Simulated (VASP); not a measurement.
Write the native input for VASP 6.6.1 that does the following.

| Quantity | Value |
| --- | --- |
| Task | single point |
| Functional | PBE |
| Potentials or basis | VASP PAW PBE potentials, release 64 (Al, Tl_d) |
| Cutoff | 520 eV |
| k mesh | 6 × 6 × 6 |
| Occupations | gaussian, width 0.1 eV |
| Spin | no spin polarisation |
| Dipole correction | no |
| Further INCAR settings | ALGO = Normal; EDIFF = 1e-06; NBANDS = 22 |

The structure of AlTl2 lies in POSCAR:

```
AlTl2
1.0
    5.4734703140      0.0000000000      0.0000000000
   -2.7367351570      4.7401643388      0.0000000000
    0.0000000000      0.0000000000      3.1997172919
Al Tl
1 2
Direct
    0.0000000000      0.0000000000      0.0000000000
    0.3333333333      0.6666666667      0.5000000000
    0.6666666667      0.3333333333      0.5000000000
```

The cell was generated, and may not be a known phase.

These files were run (other wordings do the same):

INCAR

```
ALGO = Normal
EDIFF = 1E-6
ENCUT = 520
GGA = PE
ISIF = 2
ISMEAR = 0
LASPH = True
LCHARG = False
LREAL = False
LWAVE = False
NBANDS = 22
NELM = 100
PREC = Accurate
SIGMA = 0.1
```

KPOINTS

```
k-points
0
Gamma
  6 6 6
```

Potentials or basis: VASP PAW PBE potentials, release 64 (Al, Tl_d).

Run with:

```bash
$ cat potpaw_PBE.64/Al/POTCAR potpaw_PBE.64/Tl_d/POTCAR > POTCAR
$ mpirun -np 1 vasp_std > vasp.out
```

It gave:

- Pressure: 0.0 GPa
- Band gap on the k mesh: zero (an odd number of electrons rules out a gap without spin polarisation)

Caveat: spin-orbit coupling is left out, which moves the levels of the heavy elements.

It took 24 s on 1 thread of AMD EPYC 9R45 96-Core Processor (Zen 5), on a shared host, peak memory 0.18 GiB.
